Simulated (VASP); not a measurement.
# ZrC (Fm-3m) in VASP: further runs

ZrC is run at these levels: PBE; tasks: single point.

All numbers are computed with VASP 6.6.1; they aren't measurements. Logs are shortened: lines on timing, memory, paths and dates and some standing lists are left out, and cuts for length are marked.

## Step 1: The cell of the first run

Symmetry: Fm-3m, No. 225, cubic system. The conventional cell has a = 4.730 Å, b = 4.730 Å, c = 4.730 Å, α = 90.00°, β = 90.00°, γ = 90.00°. Within 3.1 Å of Zr (site symmetry m-3m) lie 6 C at 2.37 Å. C (site symmetry m-3m) has 6 Zr at 2.37 Å within 3.1 Å.

## Step 2: Single point, PBE, collinear spin

Input file INCAR:

```
ALGO = Normal
EDIFF = 1E-6
ENCUT = 520
GGA = PE
ISIF = 2
ISMEAR = -1
ISPIN = 2
LASPH = True
LCHARG = False
LMAXMIX = 4
LORBIT = 11
LREAL = False
LWAVE = False
MAGMOM = 1.2 0
NBANDS = 19
NELM = 150
NUPDOWN = 1.2
PREC = Accurate
SIGMA = 0.05
```

Input file KPOINTS:

```
k-points
0
Gamma
  12 12 12
```

Input file POSCAR:

```
ZrC
1.0
    0.0000000000      2.3650000000      2.3650000000
    2.3650000000      0.0000000000      2.3650000000
    2.3650000000      2.3650000000      0.0000000000
Zr C
1 1
Direct
    0.5000000000      0.5000000000      0.5000000000
    0.0000000000      0.0000000000      0.0000000000
```

Potentials or basis: VASP PAW PBE potentials, release 64 (Zr_sv, C).

Launch:

```console
> cat potpaw_PBE.64/Zr_sv/POTCAR potpaw_PBE.64/C/POTCAR > POTCAR
> mpirun -np 1 vasp_std > vasp.out
```

OUTCAR:

```text
EDIFF = 1E-6
   ENCUT = 520
   GGA = PE
   ISIF = 2
   ISMEAR = -1
   ISPIN = 2
   LASPH = True
   LORBIT = 11
   LREAL = False
   NELM = 150
   NUPDOWN = 1.2
   PREC = Accurate

 ion  position               nearest neighbor table
   1  0.500  0.500  0.500-   2 2.37   2 2.37   2 2.37   2 2.37   2 2.37   2 2.37
   2  0.000  0.000  0.000-   1 2.37   1 2.37   1 2.37   1 2.37   1 2.37   1 2.37

  LATTYP: Found a face centered cubic cell.
 ALAT       =     4.7300000000

  Lattice vectors:

 A1 = (   0.0000000000,   2.3650000000,   2.3650000000)
 A2 = (   2.3650000000,   0.0000000000,   2.3650000000)
 A3 = (   2.3650000000,   2.3650000000,   0.0000000000)

Analysis of symmetry for initial positions (statically):
=====================================================================
 Subroutine PRICEL returns:
 Original cell was already a primitive cell.

 Routine SETGRP: Setting up the symmetry group for a
 face centered cubic supercell.

 Subroutine GETGRP returns: Found 48 space group operations
 (whereof 48 operations were pure point group operations)
 out of a pool of 48 trial point group operations.

The static configuration has the point symmetry O_h .

Analysis of symmetry for dynamics (positions and initial velocities):
=====================================================================
 Subroutine PRICEL returns:
 Original cell was already a primitive cell.

 Routine SETGRP: Setting up the symmetry group for a
 face centered cubic supercell.

 Subroutine GETGRP returns: Found 48 space group operations
 (whereof 48 operations were pure point group operations)
 out of a pool of 48 trial point group operations.

The dynamic configuration has the point symmetry O_h .

Analysis of structural, dynamic, and magnetic symmetry:
=====================================================================
 Subroutine PRICEL returns:
 Original cell was already a primitive cell.

 Routine SETGRP: Setting up the symmetry group for a
 face centered cubic supercell.

 Subroutine GETGRP returns: Found 48 space group operations
 (whereof 48 operations were pure point group operations)
 out of a pool of 48 trial point group operations.

The overall configuration has the point symmetry O_h .

 Subroutine INISYM returns: Found 48 space group operations
 (whereof 48 operations are pure point group operations),
 and found     1 'primitive' translations

----------------------------------------------------------------------------------------

                                     Primitive cell

  volume of cell :      26.4560

  direct lattice vectors                    reciprocal lattice vectors
     0.000000000  2.365000000  2.365000000    -0.211416490  0.211416490  0.211416490
     2.365000000  0.000000000  2.365000000     0.211416490 -0.211416490  0.211416490
     2.365000000  2.365000000  0.000000000     0.211416490  0.211416490 -0.211416490

  length of vectors
     3.344615075  3.344615075  3.344615075     0.366184103  0.366184103  0.366184103

  position of ions in fractional coordinates (direct lattice)
     0.500000000  0.500000000  0.500000000
     0.000000000  0.000000000  0.000000000

  ion indices of the primitive-cell ions
   primitive index   ion index
                 1           1
                 2           2

----------------------------------------------------------------------------------------

 KPOINTS: k-points

Automatic generation of k-mesh.
 Grid dimensions read from file:
 generate k-points for:   12   12   12

 Generating k-lattice:

  Cartesian coordinates                     Fractional coordinates (reciprocal lattice)
    -0.017618041  0.017618041  0.017618041     0.083333333  0.000000000  0.000000000
     0.017618041 -0.017618041  0.017618041     0.000000000  0.083333333  0.000000000
     0.017618041  0.017618041 -0.017618041     0.000000000  0.000000000  0.083333333

  Length of vectors
     0.030515342  0.030515342  0.030515342

  Shift w.r.t. Gamma in fractional coordinates (k-lattice)
     0.000000000  0.000000000  0.000000000

 Subroutine IBZKPT returns following result:
 ===========================================

 Found     72 irreducible k-points:

 Following reciprocal coordinates:
            Coordinates               Weight
  0.000000  0.000000  0.000000      1.000000
  0.083333  0.000000  0.000000      8.000000
  0.166667  0.000000  0.000000      8.000000
  0.250000  0.000000  0.000000      8.000000
  0.333333  0.000000  0.000000      8.000000
  0.416667  0.000000  0.000000      8.000000
[... 16 lines left out ...]
  0.500000  0.166667  0.000000     24.000000
 -0.416667  0.166667  0.000000     24.000000
 [... further k-points ...]
   k-points           NKPTS =     72   k-points in BZ     NKDIM =     72   number of bands    NBANDS=     19
   number of dos      NEDOS =    301   number of ions     NIONS =      2
   total plane-waves  NPLWV =  21952
   dimension x,y,z NGX =    28 NGY =   28 NGZ =   28
   dimension x,y,z NGXF=    56 NGYF=   56 NGZF=   56
   ions per type =               1   1
   NGX,Y,Z   is equivalent  to a cutoff of  13.92, 13.92, 13.92 a.u.
   NGXF,Y,Z  is equivalent  to a cutoff of  27.84, 27.84, 27.84 a.u.
 SYSTEM =  unknown system
   PREC   = accura    normal or accurate (medium, high low for compatibility)
   ISTART =      0    job   : 0-new  1-cont  2-samecut
   ICHARG =      2    charge: 1-file 2-atom 10-const
   ISPIN  =      2    spin polarized calculation?
   LNONCOLLINEAR =      F non collinear calculations
   LSORBIT =      F    spin-orbit coupling
   LASPH  =      T    aspherical Exc in radial PAW
   ENCUT  =  520.0 eV  38.22 Ry    6.18 a.u.   6.22  6.22  6.22*2*pi/ulx,y,z
   NELM   =    150;   NELMIN=  2; NELMDL= -5     # of ELM steps
   EDIFF  = 0.1E-05   stopping-criterion for ELM
   LREAL  =      F    real-space projection
   EDIFFG = 0.1E-04   stopping-criterion for IOM
   NSW    =      0    number of steps for IOM
   IBRION =     -1    ionic relax: 0-MD 1-quasi-New 2-CG
   NFREE  =      0    steps in history (QN), initial steepest desc. (CG)
   ISIF   =      2    stress and relaxation
   ISYM   =      2    0-nonsym 1-usesym 2-fastsym
   POTIM  = 0.5000    time-step for ionic-motion
   TEBEG  =    0.0;   TEEND  =   0.0 temperature during run
   PSTRESS=    0.0 pullay stress
   NELECT =      16.0000    total number of electrons
   NUPDOWN=       1.2000    fix difference up-down
   EMIN   =  10.00;   EMAX   =-10.00  energy-range for DOS
   EFERMI =   0.00;   METHOD = LEGACY
   ISMEAR =    -1;   SIGMA  =   0.05  broadening in eV -4-tet -1-fermi 0-gaus
   EFERMI_NEDOS =   21; number of points for ismear=-14 and -15
   IALGO  =     38    algorithm
   IMIX   =      4    mixing-type and parameters
     AMIX     =   0.40;   BMIX     =  1.00
     AMIX_MAG =   1.60;   BMIX_MAG =  1.00
  volume/ion in A,a.u.               =      13.23        89.27
  Fermi-wavevector in a.u.,A,eV,Ry     =   1.384439  2.616209 26.077880  1.916670
  Thomas-Fermi vector in A             =   2.508943
   LORBIT       =     11    0 simple, 1 ext, 2 COOP (PROOUT), +10 PAW based schemes
   GGA     = PE    functional components
   LHFCALC =     F    Hartree Fock is set to
   AEXX    =    0.0000 exact exchange contribution
   IVDW    =     0    specifies the selected vdW correction
   LEPSILON=     F    determine dielectric tensor
   LRPA    =     F    only Hartree local field effects (RPA)
 spin polarized calculation
  energy-cutoff  :      520.00
  volume of cell :       26.46
 maximum number of plane-waves:       725
 NGX is ok and might be reduce to    28
   NGX = 13   NGY = 13   NGZ = 13

 number of electron      16.0000000 magnetization       1.2000000

 Free energy of the ion-electron system (eV)
  ---------------------------------------------------
  ext. energy  EPLUGINS =         0.00000000
  ---------------------------------------------------
  free energy    TOTEN  =       -18.19011644 eV

  energy without entropy =      -18.18258227  energy(sigma->0) =      -18.18634936

 E-fermi :   7.9382     XC(G=0): -12.0337

 val. band max:       11.3434550748   @ k =   0.1667   0.0000   0.0000
 cond. band min:       8.0322007781   @ k =   0.5000   0.5000   0.0000
 fundamental gap:     -3.3112542967
 Fermi energy:        11.4158713480

 spin component 1

 k-point     1 :       0.0000    0.0000    0.0000
  band No.  band energies     occupation
      1     -38.7263      1.00000
      2     -16.4866      1.00000
      3     -16.4866      1.00000
      4     -16.4866      1.00000
      5      -2.2920      1.00000
      6       9.7970      1.00000
[... 11 lines left out ...]
     18      31.2802      0.00000
     19      34.1398      0.00000

 k-point     2 :       0.0833    0.0000    0.0000
  band No.  band energies     occupation
      1     -38.7200      1.00000
      2     -16.5461      1.00000
      3     -16.4917      1.00000
      4     -16.4917      1.00000
      5      -2.1399      1.00000
      6       8.8898      1.00000
[... 476 lines left out ...]
 k-point    24 :      -0.4167    0.1667    0.0000
  band No.  band energies     occupation
      1     -38.6211      1.00000
      2     -17.2268      1.00000
      3     -16.7122      1.00000
      4     -16.5928      1.00000
      5       0.2355      1.00000
      6       4.4437      1.00000
[... 11 lines left out ...]
     18      30.4021      0.00000
     19      30.5845      0.00000

 [... further k-points ...]

 spin component 2

 k-point     1 :       0.0000    0.0000    0.0000
  band No.  band energies     occupation
      1     -38.4740      1.00000
      2     -16.1919      1.00000
      3     -16.1919      1.00000
      4     -16.1919      1.00000
      5      -1.5862      1.00000
      6      10.5566      0.00000
[... 11 lines left out ...]
     18      31.7997      0.00000
     19      34.7246      0.00000

 k-point     2 :       0.0833    0.0000    0.0000
  band No.  band energies     occupation
      1     -38.4678      1.00000
      2     -16.2491      1.00000
      3     -16.1969      1.00000
      4     -16.1969      1.00000
      5      -1.4340      1.00000
      6       9.5701      0.00000
[... 476 lines left out ...]
 k-point    24 :      -0.4167    0.1667    0.0000
  band No.  band energies     occupation
      1     -38.3719      1.00000
      2     -16.9069      1.00000
      3     -16.4103      1.00000
      4     -16.2949      1.00000
      5       0.9670      1.00000
      6       5.0818      1.00000
[... 11 lines left out ...]
     18      30.9631      0.00000
     19      31.1596      0.00000

 [... further k-points ...]
[... 5 lines left out ...]
  --------------------------------------------------------------------------------------
  -------------------------------------------------------------------------------------
  Total        0.5681577      0.5681577      0.5681577      0.0000000      0.0000000     -0.0000000
  in kB       34.4077292     34.4077292     34.4077292      0.0000000      0.0000000     -0.0000000
  external PRESSURE =      34.4077292 kB  Pullay stress =       0.0000000 kB

 VOLUME and BASIS-vectors are now :
 -----------------------------------------------------------------------------
  energy-cutoff  :      520.00
  volume of cell :       26.46
      direct lattice vectors                 reciprocal lattice vectors
     0.000000000  2.365000000  2.365000000    -0.211416490  0.211416490  0.211416490
     2.365000000  0.000000000  2.365000000     0.211416490 -0.211416490  0.211416490
     2.365000000  2.365000000  0.000000000     0.211416490  0.211416490 -0.211416490

 POSITION                                       TOTAL-FORCE (eV/Angst)
 -----------------------------------------------------------------------------------
      2.36500      2.36500      2.36500        -0.000000     -0.000000     -0.000000
      0.00000      0.00000      0.00000         0.000000      0.000000      0.000000
 -----------------------------------------------------------------------------------
    total drift:                                0.000000      0.000000      0.000000

  FREE ENERGIE OF THE ION-ELECTRON SYSTEM (eV)
  ---------------------------------------------------
  free  energy   TOTEN  =       -18.1901164427 eV

  energy  without entropy=      -18.1825822701  energy(sigma->0) =      -18.18634936

 total charge

# of ion       s       p       d       tot
------------------------------------------
    1        2.172   6.027   1.653   9.852
    2        0.893   1.445   0.000   2.338
--------------------------------------------------
tot          3.065   7.472   1.653  12.190

 magnetization (x)

# of ion       s       p       d       tot
------------------------------------------
    1        0.004   0.019   0.385   0.409
    2        0.013   0.294   0.000   0.307
--------------------------------------------------
tot          0.018   0.313   0.385   0.715
```

Wall time 2.5 min (1 thread of Intel Xeon 8259CL, shared host); peak memory 0.21 GiB.

Results:

- Free energy: -18.1901 eV
- Pressure: 3.4 GPa
- Net moment: 1.20 μB per cell
- Site moments: Zr +0.41; C +0.31 μB
- Valence electrons inside the program's atomic spheres: Zr 9.85; C 2.34

Caveat: the cell stands under pressure; the total moment is fixed, so each spin has its own Fermi level and the state may be an excited one.

## Step 3: Single point, PBE, collinear spin

Input file INCAR:

```
SYSTEM = ZrC
PREC = Accurate
ENCUT = 520
EDIFF = 1E-7
ISMEAR = -1
SIGMA = 0.05
LREAL = .FALSE.
LASPH = .TRUE.
NELM = 150
ALGO = Normal
ISIF = 2
LWAVE = .FALSE.
LCHARG = .FALSE.
ISPIN = 2
MAGMOM = 1.6 0
LORBIT = 11
NUPDOWN = 1.6
LMAXMIX = 4
GGA = PE
NBANDS = 19
```

Input file KPOINTS:

```
regular mesh
0
G
  12 12 12
  0 0 0
```

POSCAR is that of step 2.

Potentials or basis: VASP PAW PBE potentials, release 64 (Zr_sv, C).

Launch:

```console
> cat potpaw_PBE.64/Zr_sv/POTCAR potpaw_PBE.64/C/POTCAR > POTCAR
> mpirun -np 1 vasp_std > vasp.out
```

OUTCAR:

```text
SYSTEM = ZrC
   PREC = Accurate
   ENCUT = 520
   EDIFF = 1E-7
   ISMEAR = -1
   LREAL = .FALSE.
   LASPH = .TRUE.
   NELM = 150
   ISIF = 2
   ISPIN = 2
   LORBIT = 11
   NUPDOWN = 1.6
   GGA = PE

 ion  position               nearest neighbor table
   1  0.500  0.500  0.500-   2 2.37   2 2.37   2 2.37   2 2.37   2 2.37   2 2.37
   2  0.000  0.000  0.000-   1 2.37   1 2.37   1 2.37   1 2.37   1 2.37   1 2.37

  LATTYP: Found a face centered cubic cell.
 ALAT       =     4.7300000000

  Lattice vectors:

 A1 = (   0.0000000000,   2.3650000000,   2.3650000000)
[... 1270 lines left out ...]
  external PRESSURE =      76.8849255 kB  Pullay stress =       0.0000000 kB

 VOLUME and BASIS-vectors are now :
 -----------------------------------------------------------------------------
  energy-cutoff  :      520.00
  volume of cell :       26.46
      direct lattice vectors                 reciprocal lattice vectors
     0.000000000  2.365000000  2.365000000    -0.211416490  0.211416490  0.211416490
     2.365000000  0.000000000  2.365000000     0.211416490 -0.211416490  0.211416490
     2.365000000  2.365000000  0.000000000     0.211416490  0.211416490 -0.211416490

 POSITION                                       TOTAL-FORCE (eV/Angst)
 -----------------------------------------------------------------------------------
      2.36500      2.36500      2.36500         0.000000     -0.000000     -0.000000
      0.00000      0.00000      0.00000         0.000000      0.000000      0.000000
 -----------------------------------------------------------------------------------
    total drift:                                0.000000      0.000000      0.000000

  FREE ENERGIE OF THE ION-ELECTRON SYSTEM (eV)
  ---------------------------------------------------
  free  energy   TOTEN  =       -17.4383144335 eV

  energy  without entropy=      -17.4242656046  energy(sigma->0) =      -17.43129002

 total charge

# of ion       s       p       d       tot
------------------------------------------
    1        2.172   6.022   1.680   9.874
    2        0.897   1.439   0.000   2.336
--------------------------------------------------
tot          3.069   7.461   1.680  12.210

 magnetization (x)

# of ion       s       p       d       tot
------------------------------------------
    1        0.006   0.024   0.546   0.577
    2        0.017   0.370   0.000   0.386
--------------------------------------------------
tot          0.023   0.394   0.546   0.963
```

OSZICAR:

```text
N       E                     dE             d eps       ncg     rms          rms(c)
DAV:   1     0.107399883231E+03    0.10740E+03   -0.80227E+03  5472   0.823E+02
DAV:   2    -0.132611426825E+02   -0.12066E+03   -0.11468E+03  6486   0.247E+02
DAV:   3    -0.193819224789E+02   -0.61208E+01   -0.60046E+01  8588   0.451E+01
DAV:   4    -0.195368114277E+02   -0.15489E+00   -0.15466E+00  6563   0.548E+00
DAV:   5    -0.195383021314E+02   -0.14907E-02   -0.14907E-02  7065   0.475E-01    0.203E+01
DAV:   6    -0.173918511882E+02    0.21465E+01   -0.27310E+00  6235   0.138E+01    0.741E+00
DAV:   7    -0.174399225205E+02   -0.48071E-01   -0.31602E-01  6741   0.362E+00    0.488E+00
DAV:   8    -0.174371566497E+02    0.27659E-02   -0.52127E-02  6298   0.158E+00    0.233E+00
DAV:   9    -0.174383543094E+02   -0.11977E-02   -0.57757E-03  6498   0.642E-01    0.451E-01
DAV:  10    -0.174382435144E+02    0.11080E-03   -0.12272E-03  6528   0.231E-01    0.163E-01
DAV:  11    -0.174383014393E+02   -0.57925E-04   -0.42974E-04  5814   0.165E-01    0.133E-01
DAV:  12    -0.174383153417E+02   -0.13902E-04   -0.55393E-05  6206   0.549E-02    0.274E-02
DAV:  13    -0.174383151487E+02    0.19299E-06   -0.42563E-06  6879   0.152E-02    0.812E-03
DAV:  14    -0.174383143482E+02    0.80042E-06   -0.72308E-07  7173   0.680E-03    0.264E-03
DAV:  15    -0.174383144335E+02   -0.85224E-07   -0.11353E-07  4995   0.265E-03
   1 F= -.17438314E+02 E0= -.17431290E+02  d E =-.140488E-01  mag=     1.6000
```

Run time: 3 min. Hardware: 1 thread of Intel Xeon 8259CL, shared host; peak memory 0.21 GiB.

Results:

* Free energy: -17.4383 eV
* Pressure: 7.7 GPa
* Net moment: 1.60 μB per cell
* Site moments: Zr +0.58; C +0.39 μB
* Valence electrons inside the program's atomic spheres: Zr 9.87; C 2.34

Caveat: the cell stands under pressure; the total moment is fixed, so each spin has its own Fermi level and the state may be an excited one.
